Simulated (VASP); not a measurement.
# BP2 (P2/m) in VASP: single point with PBE

Aim: the single point of BP2 with PBE.

Everything below comes from runs of VASP 6.6.1. Logs are shortened: lines on timing, memory, paths and dates and some standing lists are left out, and cuts for length are marked.

**1. The cell of the first run**

It takes space group P2/m (No. 10, monoclinic). Conventional cell: a = 3.259 Å, b = 3.086 Å, c = 4.456 Å, α = 90.00°, β = 109.19°, γ = 90.00°. B (site symmetry 2/m) has 4 P at 2.02 Å within 2.7 Å. Within 2.7 Å of P (site symmetry m) lie 2 B at 2.02 Å and 3 P at 2.28 to 2.61 Å.

The cell was built from a structure type or drawn by symmetry, and may not be a known phase.

**2. Single point, PBE**

File INCAR:

```
PREC = Accurate
ENCUT = 500
EDIFF = 1E-6
ISMEAR = 0
SIGMA = 0.2
LREAL = False
LASPH = True
NELM = 120
ALGO = Normal
ISIF = 2
LWAVE = False
LCHARG = False
GGA = PE
NBANDS = 14
GGA_COMPAT = False
```

File KPOINTS:

```
regular mesh
0
Gamma
  6 5 4
```

File POSCAR:

```
BP2
1.0
    3.2461761432      0.0000000000     -0.2927835059
    0.0000000000      3.0860199365      0.0000000000
   -1.0808435223      0.0000000000      4.3226223565
B P
1 2
Direct
    0.5000000000      0.3528473351      0.0000000000
    0.6622899197      0.8528410625      0.3092376770
    0.3377100803      0.8528410625      0.6907623230
```

Potentials or basis: VASP PAW PBE potentials, release 64 (B, P).

On the command line:

```
$ cat potpaw_PBE.64/B/POTCAR potpaw_PBE.64/P/POTCAR > POTCAR
$ mpirun -np 1 vasp_std > vasp.out
```

OUTCAR:

```text
PREC = Accurate
   ENCUT = 500
   EDIFF = 1E-6
   ISMEAR = 0
   LREAL = False
   LASPH = True
   NELM = 120
   ISIF = 2
   GGA = PE

 ion  position               nearest neighbor table
   1  0.500  0.353  0.000-   2 2.02   3 2.02   2 2.02   3 2.02
   2  0.662  0.853  0.309-   1 2.02   1 2.02   3 2.28   3 2.30   3 2.61
   3  0.338  0.853  0.691-   1 2.02   1 2.02   2 2.28   2 2.30   2 2.61

  LATTYP: Found a simple monoclinic cell.
 ALAT       =     3.2593529625
 B/A-ratio  =     0.9468198050
 C/A-ratio  =     1.3670513057
 COS(beta)  =    -0.3287404131

  Lattice vectors:

 A1 = (   3.2461761432,   0.0000000000,  -0.2927835059)
 A2 = (   0.0000000000,   3.0860199365,   0.0000000000)
 A3 = (  -1.0808435223,   0.0000000000,   4.3226223565)

Analysis of symmetry for initial positions (statically):
=====================================================================
 Subroutine PRICEL returns:
 Original cell was already a primitive cell.

 Routine SETGRP: Setting up the symmetry group for a
 simple monoclinic supercell.

 Subroutine GETGRP returns: Found  2 space group operations
 (whereof  2 operations were pure point group operations)
 out of a pool of  4 trial point group operations.

The static configuration has the point symmetry C_2 .

Analysis of symmetry for dynamics (positions and initial velocities):
=====================================================================
 Subroutine PRICEL returns:
 Original cell was already a primitive cell.

 Routine SETGRP: Setting up the symmetry group for a
 simple monoclinic supercell.

 Subroutine GETGRP returns: Found  2 space group operations
 (whereof  2 operations were pure point group operations)
 out of a pool of  4 trial point group operations.

The dynamic configuration has the point symmetry C_2 .

 Subroutine INISYM returns: Found  2 space group operations
 (whereof  2 operations are pure point group operations),
 and found     1 'primitive' translations

----------------------------------------------------------------------------------------

                                     Primitive cell

  volume of cell :      42.3264

  direct lattice vectors                    reciprocal lattice vectors
     3.246176143  0.000000000 -0.292783506     0.315162380  0.000000000  0.078804297
     0.000000000  3.086019937  0.000000000     0.000000000  0.324041977  0.000000000
    -1.080843522  0.000000000  4.322622357     0.021346844  0.000000000  0.236678690

  length of vectors
     3.259352962  3.086019937  4.455702723     0.324865269  0.324041977  0.237639412

  position of ions in fractional coordinates (direct lattice)
     0.500000000  0.352847335  0.000000000
     0.662289920  0.852841062  0.309237677
     0.337710080  0.852841062  0.690762323

  ion indices of the primitive-cell ions
   primitive index   ion index
                 1           1
                 2           2
                 3           3

----------------------------------------------------------------------------------------

 KPOINTS: regular mesh

Automatic generation of k-mesh.
 Grid dimensions read from file:
 generate k-points for:    6    5    4

 Generating k-lattice:

  Cartesian coordinates                     Fractional coordinates (reciprocal lattice)
     0.052527063  0.000000000  0.013134050     0.166666667  0.000000000  0.000000000
     0.000000000  0.064808395  0.000000000     0.000000000  0.200000000  0.000000000
     0.005336711  0.000000000  0.059169673     0.000000000  0.000000000  0.250000000

  Length of vectors
     0.054144211  0.064808395  0.059409853

  Shift w.r.t. Gamma in fractional coordinates (k-lattice)
     0.000000000  0.000000000  0.000000000

 Subroutine IBZKPT returns following result:
 ===========================================

 Found     42 irreducible k-points:

 Following reciprocal coordinates:
            Coordinates               Weight
  0.000000  0.000000  0.000000      1.000000
  0.166667  0.000000  0.000000      2.000000
  0.333333  0.000000  0.000000      2.000000
  0.500000  0.000000  0.000000      1.000000
  0.000000  0.200000  0.000000      2.000000
  0.166667  0.200000  0.000000      4.000000
[... 16 lines left out ...]
 -0.333333  0.200000  0.250000      4.000000
 -0.166667  0.200000  0.250000      4.000000
 [... further k-points ...]
   k-points           NKPTS =     42   k-points in BZ     NKDIM =     42   number of bands    NBANDS=     14
   number of dos      NEDOS =    301   number of ions     NIONS =      3
   total plane-waves  NPLWV =  18432
   dimension x,y,z NGX =    24 NGY =   24 NGZ =   32
   dimension x,y,z NGXF=    48 NGYF=   48 NGZF=   64
   ions per type =               1   2
   NGX,Y,Z   is equivalent  to a cutoff of  12.24, 12.93, 11.94 a.u.
   NGXF,Y,Z  is equivalent  to a cutoff of  24.48, 25.86, 23.88 a.u.
 SYSTEM =  unknown system
   PREC   = accura    normal or accurate (medium, high low for compatibility)
   ISTART =      0    job   : 0-new  1-cont  2-samecut
   ICHARG =      2    charge: 1-file 2-atom 10-const
   ISPIN  =      1    spin polarized calculation?
   LNONCOLLINEAR =      F non collinear calculations
   LSORBIT =      F    spin-orbit coupling
   LASPH  =      T    aspherical Exc in radial PAW
   ENCUT  =  500.0 eV  36.75 Ry    6.06 a.u.   5.94  5.63  8.12*2*pi/ulx,y,z
   NELM   =    120;   NELMIN=  2; NELMDL= -5     # of ELM steps
   EDIFF  = 0.1E-05   stopping-criterion for ELM
   LREAL  =      F    real-space projection
[... 7 lines left out ...]
   TEBEG  =    0.0;   TEEND  =   0.0 temperature during run
   PSTRESS=    0.0 pullay stress
   NELECT =      13.0000    total number of electrons
   NUPDOWN=      -1.0000    fix difference up-down
   EMIN   =  10.00;   EMAX   =-10.00  energy-range for DOS
   EFERMI =   0.00;   METHOD = LEGACY
   ISMEAR =     0;   SIGMA  =   0.20  broadening in eV -4-tet -1-fermi 0-gaus
   EFERMI_NEDOS =   21; number of points for ismear=-14 and -15
   IALGO  =     38    algorithm
   IMIX   =      4    mixing-type and parameters
     AMIX     =   0.40;   BMIX     =  1.00
     AMIX_MAG =   1.60;   BMIX_MAG =  1.00
  volume/ion in A,a.u.               =      14.11        95.21
  Fermi-wavevector in a.u.,A,eV,Ry     =   1.104550  2.087297 16.599527  1.220031
  Thomas-Fermi vector in A             =   2.241024
   LORBIT       =      0    0 simple, 1 ext, 2 COOP (PROOUT), +10 PAW based schemes
   GGA     = PE    functional components
   LHFCALC =     F    Hartree Fock is set to
   AEXX    =    0.0000 exact exchange contribution
   IVDW    =     0    specifies the selected vdW correction
   LEPSILON=     F    determine dielectric tensor
   LRPA    =     F    only Hartree local field effects (RPA)
 non-spin polarized calculation
 Gauss-broadening in eV      SIGMA  =   0.20
  energy-cutoff  :      500.00
  volume of cell :       42.33
 maximum number of plane-waves:      1092
   NGX = 11   NGY = 11   NGZ = 17

 number of electron      13.0000001 magnetization

 Free energy of the ion-electron system (eV)
  ---------------------------------------------------
  ext. energy  EPLUGINS =         0.00000000
  ---------------------------------------------------
  free energy    TOTEN  =       -16.01730665 eV

  energy without entropy =      -15.99792345  energy(sigma->0) =      -16.00761505

 E-fermi :   7.5097     XC(G=0): -10.5464

 val. band max:        7.4935831835   @ k =  -0.3333   0.4000   0.2500
 cond. band min:       7.5329911438   @ k =   0.5000   0.2000   0.0000
 fundamental gap:      0.0394079603
 Fermi energy:         7.5097407341

 k-point     1 :       0.0000    0.0000    0.0000
  band No.  band energies     occupation
      1      -8.6273      2.00000
      2      -1.7339      2.00000
      3      -1.0978      2.00000
      4       3.6774      2.00000
      5       4.7763      2.00000
      6       6.3004      2.00000
      7       9.2041      0.00000
      8       9.3001      0.00000
      9      10.5382      0.00000
     10      11.4638      0.00000
     11      13.0073      0.00000
     12      13.0390      0.00000
     13      15.6231      0.00000
     14      16.8496      0.00000

 k-point     2 :       0.1667    0.0000    0.0000
  band No.  band energies     occupation
      1      -8.2941      2.00000
      2      -2.4548      2.00000
      3      -0.2553      2.00000
      4       2.9469      2.00000
      5       3.8639      2.00000
      6       5.4042      2.00000
      7       9.5761      0.00000
      8       9.9030      0.00000
      9      11.5631      0.00000
     10      12.2438      0.00000
     11      12.3144      0.00000
     12      14.8182      0.00000
     13      15.0919      0.00000
     14      17.3311      0.00000

 k-point     3 :       0.3333    0.0000    0.0000
  band No.  band energies     occupation
      1      -7.3806      2.00000
      2      -3.4751      2.00000
      3      -0.0091      2.00000
      4       1.5291      2.00000
      5       4.2940      2.00000
      6       4.8288      2.00000
      7       9.2021      0.00000
      8       9.8027      0.00000
      9      10.5449      0.00000
     10      13.0571      0.00000
     11      13.7609      0.00000
     12      14.5230      0.00000
     13      17.0890      0.00000
     14      17.3798      0.00000

 k-point     4 :       0.5000    0.0000    0.0000
  band No.  band energies     occupation
      1      -6.5757      2.00000
      2      -4.3530      2.00000
      3      -0.3175      2.00000
      4       1.2534      2.00000
      5       4.5500      2.00000
      6       5.6345      2.00000
      7       8.1033      0.00003
      8       8.8935      0.00000
      9      10.9398      0.00000
     10      13.2561      0.00000
     11      13.7475      0.00000
     12      14.2108      0.00000
     13      16.8902      0.00000
     14      17.5893      0.00000

 k-point     5 :       0.0000    0.2000    0.0000
  band No.  band energies     occupation
      1      -8.1797      2.00000
      2      -1.1687      2.00000
      3      -0.9066      2.00000
      4       1.2093      2.00000
      5       5.0432      2.00000
      6       6.8438      2.00000
      7       7.1147      1.99479
      8       9.2151      0.00000
      9       9.6547      0.00000
     10      12.7679      0.00000
     11      13.8531      0.00000
[... 276 lines left out ...]
 k-point    22 :       0.5000    0.2000    0.2500
  band No.  band energies     occupation
      1      -6.0750      2.00000
      2      -3.8347      2.00000
      3      -0.6913      2.00000
      4       2.2857      2.00000
      5       2.7940      2.00000
      6       4.4042      2.00000
      7       6.2046      2.00000
      8       9.6424      0.00000
      9      11.5715      0.00000
     10      12.4408      0.00000
     11      13.8204      0.00000
     12      14.1701      0.00000
     13      15.9992      0.00000
     14      17.2102      0.00000

 k-point    23 :      -0.3333    0.2000    0.2500
  band No.  band energies     occupation
      1      -7.0175      2.00000
      2      -2.4462      2.00000
      3      -0.3704      2.00000
      4       1.8497      2.00000
      5       2.1524      2.00000
      6       4.5728      2.00000
      7       6.7254      2.00000
      8       9.8302      0.00000
      9      11.7378      0.00000
     10      12.9111      0.00000
     11      13.8317      0.00000
     12      14.4840      0.00000
     13      16.2659      0.00000
     14      17.6428      0.00000

 k-point    24 :      -0.1667    0.2000    0.2500
  band No.  band energies     occupation
      1      -7.6708      2.00000
      2      -3.0220      2.00000
      3       0.8471      2.00000
      4       1.7692      2.00000
      5       3.1649      2.00000
      6       5.9921      2.00000
      7       6.5083      2.00000
      8      10.5614      0.00000
      9      11.5959      0.00000
     10      12.5008      0.00000
     11      13.5376      0.00000
     12      14.2053      0.00000
     13      16.1550      0.00000
     14      16.6859      0.00000

 [... further k-points ...]

------------------------ aborting loop because EDIFF is reached ----------------------------------------

  FORCE on cell =-STRESS in cart. coord.  units (eV):
  Direction    XX          YY          ZZ          XY          YZ          ZX
  --------------------------------------------------------------------------------------
  -------------------------------------------------------------------------------------
  Total       -0.0582795     -0.0335919     -0.0883532      0.0000000      0.0000000     -0.0089573
  in kB       -2.2060458     -1.2715502     -3.3444230      0.0000000      0.0000000     -0.3390591
  external PRESSURE =      -2.2740063 kB  Pullay stress =       0.0000000 kB

 VOLUME and BASIS-vectors are now :
 -----------------------------------------------------------------------------
  energy-cutoff  :      500.00
  volume of cell :       42.33
      direct lattice vectors                 reciprocal lattice vectors
     3.246176143  0.000000000 -0.292783506     0.315162380  0.000000000  0.078804297
     0.000000000  3.086019937  0.000000000     0.000000000  0.324041977  0.000000000
    -1.080843522  0.000000000  4.322622357     0.021346844  0.000000000  0.236678690

 POSITION                                       TOTAL-FORCE (eV/Angst)
 -----------------------------------------------------------------------------------
      1.62309      1.08889     -0.14639        -0.000000     -0.000215      0.000000
      1.81567      2.63188      1.14281         0.006555      0.000107     -0.001728
      0.34966      2.63188      2.88703        -0.006555      0.000107      0.001728
 -----------------------------------------------------------------------------------
    total drift:                               -0.000000      0.000048      0.000000

  FREE ENERGIE OF THE ION-ELECTRON SYSTEM (eV)
  ---------------------------------------------------
  free  energy   TOTEN  =       -16.0173066504 eV

  energy  without entropy=      -15.9979234454  energy(sigma->0) =      -16.00761505
```

Wall time 27 s (1 thread of Intel Xeon 8259CL, shared host); peak memory 0.15 GiB.

What came out:

* Free energy: -16.0173 eV
* Pressure: -0.2 GPa
* Largest force: 0.007 eV/Å
* Band gap on the k mesh: zero (an odd number of electrons rules out a gap without spin polarisation)

Forces on the atoms (eV/Å):
```
B    0.000  0.000  0.000
P    0.007  0.000 -0.002
P   -0.007  0.000  0.002
```

Stress tensor (GPa, compression positive):
```
-0.22  0.00 -0.03
 0.00 -0.13  0.00
-0.03  0.00 -0.33
```

Caveat: the k points lie up to 0.41 Å⁻¹ apart, too coarse for converged energies and pressures of a metal.
